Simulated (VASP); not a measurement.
Input of a VASP 6.6.1 run:

Contents of INCAR:

```
SYSTEM = Mo
PREC     = Accurate       ! precision mode
ENCUT    = 520            ! plane-wave cutoff, eV
EDIFF    = 1E-7           ! SCF threshold, eV
ISMEAR   = -1             ! smearing method
SIGMA    = 0.05           ! smearing width, eV
LREAL    = .False.        ! projectors in reciprocal space
LASPH    = .True.         ! aspherical terms in the spheres
NELM     = 100            ! most SCF steps
ALGO     = Normal         ! electronic algorithm
ISIF     = 2              ! what is computed and relaxed
LWAVE    = .False.        ! write WAVECAR
LCHARG   = .False.        ! write CHGCAR
GGA      = PE             ! functional
NBANDS   = 21             ! bands
```

File KPOINTS:

```
Automatic mesh
0
Gamma
  18 18 18
  0 0 0
```

Contents of POSCAR:

```
Mo
1.0
   -2.0038745667      2.0038745667      1.0512876681
    2.0038745667     -2.0038745667      1.0512876681
    2.0038745667      2.0038745667     -1.0512876681
Mo
2
Direct
   -0.3750000000     -0.1250000000     -0.2500000000
    0.3750000000      0.1250000000      0.2500000000
```

Potentials or basis: VASP PAW PBE potentials, release 64 (Mo_sv).

Run with:

```console
$ cat potpaw_PBE.64/Mo_sv/POTCAR > POTCAR
$ mpirun -np 1 vasp_std > vasp.out
```

Predict the pressure.

595.4 GPa.

What does it give for the band gap on the k mesh?

Zero (bands 14 and 15 overlap by 5.88 eV).

Stress tensor (GPa, compression positive):
```
594.65   0.00   0.00
  0.00 594.65   0.00
  0.00   0.00 596.91
```

Caveat: atoms lie so close that the PAW spheres overlap strongly, which falsifies energies and pressures; the cell stands under pressure.
